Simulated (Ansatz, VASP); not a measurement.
**Two plane-wave programs on Mg**

```
CELL_PARAMETERS angstrom
-1.88774 1.88774 1.58860
1.88774 -1.88774 1.58860
1.88774 1.88774 -1.58860
ATOMIC_POSITIONS crystal
Mg 0.00000 0.00000 0.00000
```

Alike in both runs: task single point; functional LDA; k mesh 22 × 22 × 22; occupations gaussian, width 0.15 eV; no spin polarisation.

|  | VASP | Ansatz |
| --- | --- | --- |
| version | VASP 6.6.1 | Ansatz 0.2.0 |
| potentials or method | VASP PAW LDA potentials, release 64 (Mg), cutoff 520 eV | scalar-relativistic, plane waves, PAW |
| valence electrons in the cell | 2 | 10 |

```tsv
	VASP	Ansatz	Ansatz less VASP
gap on the k mesh at the Fermi level (eV)	none	none	-
pressure (GPa)	-1.6	-1.2	+0.31
traceless stress, the component that is largest in VASP (GPa)	1.07	1.07	+0.002
```

LDA's correlation is that of Perdew and Zunger in VASP and of Perdew and Wang (1992) in Ansatz. A gap of «none» marks a metal or a gap that the smearing closes. VASP's potentials hold 2 valence electrons a cell and Ansatz's 10, so a difference there can come from the potentials and not from the codes.
